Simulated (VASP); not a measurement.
# Na (I4/mmm) in VASP: a series of runs

Na is run at these levels: PBEsol; tasks: single point.

All numbers are computed with VASP 6.6.1; they aren't measurements. Logs are shortened: lines on timing, memory, paths and dates and some standing lists are left out, and cuts for length are marked.

### Step 1. The cell of the first run

Symmetry: I4/mmm, No. 139, tetragonal system. The conventional cell has a = 3.696 Å, b = 3.696 Å, c = 5.181 Å, α = 90.00°, β = 90.00°, γ = 90.00°. Na (site symmetry 4/mmm) has 12 Na at 3.68 to 3.70 Å within 4.8 Å.

### Step 2. Single point, PBEsol

The input, INCAR:

```
  ALGO = Fast
  EDIFF = 1E-6
  ENCUT = 520
  GGA = PS
  ISIF = 2
  ISMEAR = 0
  LASPH = T
  LCHARG = F
  LREAL = F
  LWAVE = F
  NBANDS = 14
  NELM = 60
  PREC = Accurate
  SIGMA = 0.15
```

The input, KPOINTS:

```
k-points
0
Gamma
  12 12 10
```

The input, POSCAR:

```
Na
1.0
    0.0000000000     -3.6962086161      0.0000000000
   -3.6962086161      0.0000000000      0.0000000000
    0.0000000000      0.0000000000     -5.1808230877
Na
2
Direct
    0.5000000000      0.5000000000      0.5000000000
    0.0000000000      0.0000000000      0.0000000000
```

Potentials or basis: VASP PAW PBE potentials, release 64 (Na_pv).

The run is started by

```sh
$ cat potpaw_PBE.64/Na_pv/POTCAR > POTCAR
$ mpirun -np 1 vasp_std > vasp.out
```

OUTCAR:

```text
EDIFF = 1E-6
   ENCUT = 520
   GGA = PS
   ISIF = 2
   ISMEAR = 0
   LASPH = T
   LREAL = F
   NELM = 60
   PREC = Accurate

 ion  position               nearest neighbor table
   1  0.500  0.500  0.500-
   2  0.000  0.000  0.000-

  LATTYP: Found a simple tetragonal cell.
 ALAT       =     3.6962086161
 C/A-ratio  =     1.4016587335

  Lattice vectors:

 A1 = (   0.0000000000,  -3.6962086161,   0.0000000000)
 A2 = (  -3.6962086161,   0.0000000000,   0.0000000000)
 A3 = (   0.0000000000,   0.0000000000,  -5.1808230877)

Analysis of symmetry for initial positions (statically):
=====================================================================
 Subroutine PRICEL returns following result:

  LATTYP: Found a body centered tetragonal cell.
 ALAT       =     3.6962086161
 C/A-ratio  =     1.4016587335

  Lattice vectors:

 A1 = (   1.8481043081,   1.8481043081,   2.5904115439)
 A2 = (  -1.8481043081,  -1.8481043081,   2.5904115438)
 A3 = (   1.8481043081,  -1.8481043081,  -2.5904115439)

   2 primitive cells build up your supercell.

 Routine SETGRP: Setting up the symmetry group for a
 simple tetragonal supercell.

 Subroutine GETGRP returns: Found 16 space group operations
 (whereof 16 operations were pure point group operations)
 out of a pool of 16 trial point group operations.

The static configuration has the point symmetry D_4h.

Analysis of symmetry for dynamics (positions and initial velocities):
=====================================================================
 Subroutine PRICEL returns following result:

  LATTYP: Found a body centered tetragonal cell.
 ALAT       =     3.6962086161
 C/A-ratio  =     1.4016587335

  Lattice vectors:

 A1 = (   1.8481043081,   1.8481043081,   2.5904115439)
 A2 = (  -1.8481043081,  -1.8481043081,   2.5904115438)
 A3 = (   1.8481043081,  -1.8481043081,  -2.5904115439)

   2 primitive cells build up your supercell.

 Routine SETGRP: Setting up the symmetry group for a
 simple tetragonal supercell.

 Subroutine GETGRP returns: Found 16 space group operations
 (whereof 16 operations were pure point group operations)
 out of a pool of 16 trial point group operations.

The dynamic configuration has the point symmetry D_4h.

 Subroutine INISYM returns: Found 16 space group operations
 (whereof 16 operations are pure point group operations),
 and found     2 'primitive' translations

----------------------------------------------------------------------------------------

                                     Primitive cell

  volume of cell :      35.3901

  direct lattice vectors                    reciprocal lattice vectors
     1.848104308  1.848104308  2.590411544     0.270547500 -0.000000000  0.193019523
    -1.848104308 -1.848104308  2.590411544     0.000000000 -0.270547500  0.193019523
     1.848104308 -1.848104308 -2.590411544     0.270547500 -0.270547500  0.000000000

  length of vectors
     3.679838452  3.679838452  3.679838452     0.332343927  0.332343927  0.382611944

  position of ions in fractional coordinates (direct lattice)
     0.000000000  0.000000000  0.000000000

  ion indices of the primitive-cell ions
   primitive index   ion index
                 1           1

----------------------------------------------------------------------------------------

 KPOINTS: k-points

Automatic generation of k-mesh.
 Grid dimensions read from file:
 generate k-points for:   12   12   10

 Generating k-lattice:

  Cartesian coordinates                     Fractional coordinates (reciprocal lattice)
     0.000000000 -0.022545625  0.000000000     0.083333333  0.000000000  0.000000000
    -0.022545625  0.000000000  0.000000000     0.000000000  0.083333333  0.000000000
     0.000000000  0.000000000 -0.019301952     0.000000000  0.000000000  0.100000000

  Length of vectors
     0.022545625  0.022545625  0.019301952

  Shift w.r.t. Gamma in fractional coordinates (k-lattice)
     0.000000000  0.000000000  0.000000000

 Subroutine IBZKPT returns following result:
 ===========================================

 Found    168 irreducible k-points:

 Following reciprocal coordinates:
            Coordinates               Weight
  0.000000  0.000000  0.000000      1.000000
  0.083333  0.000000  0.000000      4.000000
  0.166667  0.000000  0.000000      4.000000
  0.250000  0.000000  0.000000      4.000000
  0.333333  0.000000  0.000000      4.000000
  0.416667  0.000000  0.000000      4.000000
[... 16 lines left out ...]
  0.333333  0.333333  0.000000      4.000000
  0.416667  0.333333  0.000000      8.000000
 [... further k-points ...]
   k-points           NKPTS =    168   k-points in BZ     NKDIM =    168   number of bands    NBANDS=     14
   number of dos      NEDOS =    301   number of ions     NIONS =      2
   total plane-waves  NPLWV =  31360
   dimension x,y,z NGX =    28 NGY =   28 NGZ =   40
   dimension x,y,z NGXF=    56 NGYF=   56 NGZF=   80
   ions per type =               2
   NGX,Y,Z   is equivalent  to a cutoff of  12.59, 12.59, 12.84 a.u.
   NGXF,Y,Z  is equivalent  to a cutoff of  25.19, 25.19, 25.67 a.u.
 SYSTEM =  unknown system
   PREC   = accura    normal or accurate (medium, high low for compatibility)
   ISTART =      0    job   : 0-new  1-cont  2-samecut
   ICHARG =      2    charge: 1-file 2-atom 10-const
   ISPIN  =      1    spin polarized calculation?
   LNONCOLLINEAR =      F non collinear calculations
   LSORBIT =      F    spin-orbit coupling
   LASPH  =      T    aspherical Exc in radial PAW
   ENCUT  =  520.0 eV  38.22 Ry    6.18 a.u.   6.87  6.87  9.63*2*pi/ulx,y,z
   NELM   =     60;   NELMIN=  2; NELMDL= -5     # of ELM steps
   EDIFF  = 0.1E-05   stopping-criterion for ELM
   LREAL  =      F    real-space projection
   EDIFFG = 0.1E-04   stopping-criterion for IOM
   NSW    =      0    number of steps for IOM
   IBRION =     -1    ionic relax: 0-MD 1-quasi-New 2-CG
   NFREE  =      0    steps in history (QN), initial steepest desc. (CG)
   ISIF   =      2    stress and relaxation
   ISYM   =      2    0-nonsym 1-usesym 2-fastsym
   POTIM  = 0.5000    time-step for ionic-motion
   TEBEG  =    0.0;   TEEND  =   0.0 temperature during run
   PSTRESS=    0.0 pullay stress
   NELECT =      14.0000    total number of electrons
   NUPDOWN=      -1.0000    fix difference up-down
   EMIN   =  10.00;   EMAX   =-10.00  energy-range for DOS
   EFERMI =   0.00;   METHOD = LEGACY
   ISMEAR =     0;   SIGMA  =   0.15  broadening in eV -4-tet -1-fermi 0-gaus
   EFERMI_NEDOS =   21; number of points for ismear=-14 and -15
   IALGO  =     68    algorithm
   IMIX   =      4    mixing-type and parameters
     AMIX     =   0.40;   BMIX     =  1.00
     AMIX_MAG =   1.60;   BMIX_MAG =  1.00
  volume/ion in A,a.u.               =      35.39       238.82
  Fermi-wavevector in a.u.,A,eV,Ry     =   0.953850  1.802516 12.378997  0.909831
  Thomas-Fermi vector in A             =   2.082543
   LORBIT       =      0    0 simple, 1 ext, 2 COOP (PROOUT), +10 PAW based schemes
   GGA     = PS    functional components
   LHFCALC =     F    Hartree Fock is set to
   AEXX    =    0.0000 exact exchange contribution
   IVDW    =     0    specifies the selected vdW correction
   LEPSILON=     F    determine dielectric tensor
   LRPA    =     F    only Hartree local field effects (RPA)
 non-spin polarized calculation
 RMM-DIIS sequential band-by-band and
 Gauss-broadening in eV      SIGMA  =   0.15
  energy-cutoff  :      520.00
  volume of cell :       70.78
 maximum number of plane-waves:      1934
 NGX is ok and might be reduce to    28
   NGX = 13   NGY = 13   NGZ = 19

 number of electron      14.0000014 magnetization

 Free energy of the ion-electron system (eV)
  ---------------------------------------------------
  ext. energy  EPLUGINS =         0.00000000
  ---------------------------------------------------
  free energy    TOTEN  =        -2.80443875 eV

  energy without entropy =       -2.79360634  energy(sigma->0) =       -2.79902254

 E-fermi :   0.4366     XC(G=0):  -6.6246

 val. band max:        0.4259839399   @ k =   0.4167   0.3333   0.2000
 cond. band min:       0.4457506563   @ k =   0.4167   0.0833   0.5000
 fundamental gap:      0.0197667164
 Fermi energy:         0.4366474717

 k-point     1 :       0.0000    0.0000    0.0000
  band No.  band energies     occupation
      1     -24.3448      2.00000
      2     -24.3208      2.00000
      3     -24.3208      2.00000
      4     -24.3052      2.00000
      5     -24.3051      2.00000
      6     -24.3051      2.00000
      7      -2.9382      2.00000
      8       2.3150      0.00000
      9       2.8803      0.00000
     10       6.7820      0.00000
     11       7.7428      0.00000
     12       7.7428      0.00000
     13       9.8983      0.00000
     14      11.8074      0.00000

 k-point     2 :       0.0833    0.0000    0.0000
  band No.  band energies     occupation
      1     -24.3440      2.00000
      2     -24.3220      2.00000
      3     -24.3204      2.00000
      4     -24.3068      2.00000
      5     -24.3057      2.00000
      6     -24.3052      2.00000
      7      -2.8590      2.00000
      8       2.3831      0.00000
      9       2.9459      0.00000
     10       5.9153      0.00000
     11       7.8067      0.00000
     12       8.1374      0.00000
     13      10.5867      0.00000
     14      10.7040      0.00000

 k-point     3 :       0.1667    0.0000    0.0000
  band No.  band energies     occupation
      1     -24.3416      2.00000
      2     -24.3251      2.00000
      3     -24.3193      2.00000
      4     -24.3116      2.00000
      5     -24.3073      2.00000
      6     -24.3057      2.00000
      7      -2.6221      2.00000
      8       2.5878      0.00000
      9       3.1058      0.00000
     10       4.6570      0.00000
     11       7.9986      0.00000
     12       8.5323      0.00000
     13       9.2670      0.00000
     14      10.1384      0.00000

 k-point     4 :       0.2500    0.0000    0.0000
  band No.  band energies     occupation
      1     -24.3379      2.00000
      2     -24.3293      2.00000
      3     -24.3183      2.00000
      4     -24.3176      2.00000
      5     -24.3099      2.00000
      6     -24.3065      2.00000
      7      -2.2299      2.00000
      8       2.8932      0.00000
      9       2.9298      0.00000
     10       3.9443      0.00000
     11       7.9376      0.00000
     12       8.3192      0.00000
     13       8.9305      0.00000
     14       8.9763      0.00000

 k-point     5 :       0.3333    0.0000    0.0000
  band No.  band energies     occupation
      1     -24.3333      2.00000
      2     -24.3331      2.00000
      3     -24.3253      2.00000
      4     -24.3155      2.00000
      5     -24.3135      2.00000
      6     -24.3076      2.00000
      7      -1.6861      2.00000
      8       1.8615      0.00000
      9       3.4103      0.00000
     10       4.2949      0.00000
     11       6.7459      0.00000
[... 276 lines left out ...]
 k-point    22 :       0.5000    0.2500    0.0000
  band No.  band energies     occupation
      1     -24.3380      2.00000
      2     -24.3380      2.00000
      3     -24.3218      2.00000
      4     -24.3218      2.00000
      5     -24.3169      2.00000
      6     -24.3169      2.00000
      7       0.5047      0.52106
      8       0.5047      0.52106
      9       5.4055      0.00000
     10       5.4055      0.00000
     11       5.4732      0.00000
     12       5.4732      0.00000
     13       6.9640      0.00000
     14       6.9640      0.00000

 k-point    23 :       0.3333    0.3333    0.0000
  band No.  band energies     occupation
      1     -24.3385      2.00000
      2     -24.3349      2.00000
      3     -24.3267      2.00000
      4     -24.3202      2.00000
      5     -24.3168      2.00000
      6     -24.3160      2.00000
      7      -0.4645      2.00000
      8       2.7671      0.00000
      9       3.2830      0.00000
     10       4.5072      0.00000
     11       5.9016      0.00000
     12       6.4422      0.00000
     13       7.4696      0.00000
     14       8.3555      0.00000

 k-point    24 :       0.4167    0.3333    0.0000
  band No.  band energies     occupation
      1     -24.3407      2.00000
      2     -24.3388      2.00000
      3     -24.3239      2.00000
      4     -24.3197      2.00000
      5     -24.3188      2.00000
      6     -24.3175      2.00000
      7       0.2094      1.96788
      8       1.9403      0.00000
      9       3.7207      0.00000
     10       5.1243      0.00000
     11       5.4049      0.00000
     12       6.4792      0.00000
     13       6.7359      0.00000
     14       7.8918      0.00000

 [... further k-points ...]

------------------------ aborting loop because EDIFF is reached ----------------------------------------

  FORCE on cell =-STRESS in cart. coord.  units (eV):
  Direction    XX          YY          ZZ          XY          YZ          ZX
  --------------------------------------------------------------------------------------
  -------------------------------------------------------------------------------------
  Total        0.0799674      0.0799674      0.0533570      0.0000000      0.0000000      0.0000000
  in kB        1.8101378      1.8101378      1.2077877      0.0000000      0.0000000      0.0000000
  external PRESSURE =       1.6093545 kB  Pullay stress =       0.0000000 kB

 VOLUME and BASIS-vectors are now :
 -----------------------------------------------------------------------------
  energy-cutoff  :      520.00
  volume of cell :       70.78
      direct lattice vectors                 reciprocal lattice vectors
     0.000000000 -3.696208616  0.000000000     0.000000000 -0.270547500  0.000000000
    -3.696208616  0.000000000  0.000000000    -0.270547500  0.000000000  0.000000000
     0.000000000  0.000000000 -5.180823088     0.000000000  0.000000000 -0.193019523

 POSITION                                       TOTAL-FORCE (eV/Angst)
 -----------------------------------------------------------------------------------
     -1.84810     -1.84810     -2.59041        -0.000000     -0.000000     -0.000000
      0.00000      0.00000      0.00000         0.000000      0.000000      0.000000
 -----------------------------------------------------------------------------------
    total drift:                               -0.000000     -0.000000     -0.000000

  FREE ENERGIE OF THE ION-ELECTRON SYSTEM (eV)
  ---------------------------------------------------
  free  energy   TOTEN  =        -2.8044387478 eV

  energy  without entropy=       -2.7936063407  energy(sigma->0) =       -2.79902254
```

Wall time 2.7 min (1 thread of Intel Xeon 8259CL, shared host); peak memory 0.25 GiB.

What came out:

* Free energy: -2.8044 eV
* Pressure: 0.2 GPa
* Band gap on the k mesh: zero (bands 7 and 8 overlap by 4.98 eV)

Caveat: the PAW data sets were made with another functional, which shifts forces and pressure a little.

### Step 3. Single point, PBEsol

This run uses another cell than the first one, of 37.20 Å³/atom.

The input, INCAR:

```
ALGO = Fast
EDIFF = 1E-6
ENCUT = 520
GGA = PS
ISIF = 2
ISMEAR = 0
LASPH = True
LCHARG = False
LREAL = False
LWAVE = False
NBANDS = 14
NELM = 60
PREC = Accurate
SIGMA = 0.15
```

KPOINTS is that of step 2.

The input, POSCAR:

```
Na
1.0
    0.0000000000     -3.7580792051      0.0000000000
   -3.7580792051      0.0000000000      0.0000000000
    0.0000000000      0.0000000000     -5.2675445391
Na
2
Direct
    0.5000000000      0.5000000000      0.5000000000
    0.0000000000      0.0000000000      0.0000000000
```

Potentials or basis: VASP PAW PBE potentials, release 64 (Na_pv).

The run is started by

```sh
$ cat potpaw_PBE.64/Na_pv/POTCAR > POTCAR
$ mpirun -np 1 vasp_std > vasp.out
```

Run time: 2.9 min. Hardware: 1 thread of Intel Xeon 8259CL, shared host; peak memory 0.26 GiB.

It converged, with:

```yaml
Free_energy: -2.8049 eV
Pressure: -0.2 GPa
Band_gap_on_the_k_mesh: zero (bands 7 and 8 overlap by 4.84 eV)
```

Levels at points of the mesh, in eV from the Fermi level:
```
           k point  band 5  band 6  band 7  band 8  band 9  band 10
(0.00, 0.00, 0.00)  -24.78  -24.78   -3.27    1.82    2.38     6.20
(0.50, 0.00, 0.00)  -24.78  -24.78   -0.58   -0.58    4.23     4.23
(0.50, 0.50, 0.00)  -24.79  -24.79    1.73    1.73    2.29     2.29
(0.00, 0.00, 0.50)  -24.79  -24.79   -1.88   -1.88    7.55     7.55
(0.50, 0.00, 0.50)  -24.78  -24.78    0.55    0.55    0.97     0.97
(0.50, 0.50, 0.50)  -24.79  -24.79    2.95    2.95    2.95     2.95
```

Caveat: the PAW data sets were made with another functional, which shifts forces and pressure a little.

(Continued in part 2 of 2.)

The gap in the log of VASP goes by the Fermi energy; the results here count the filled bands.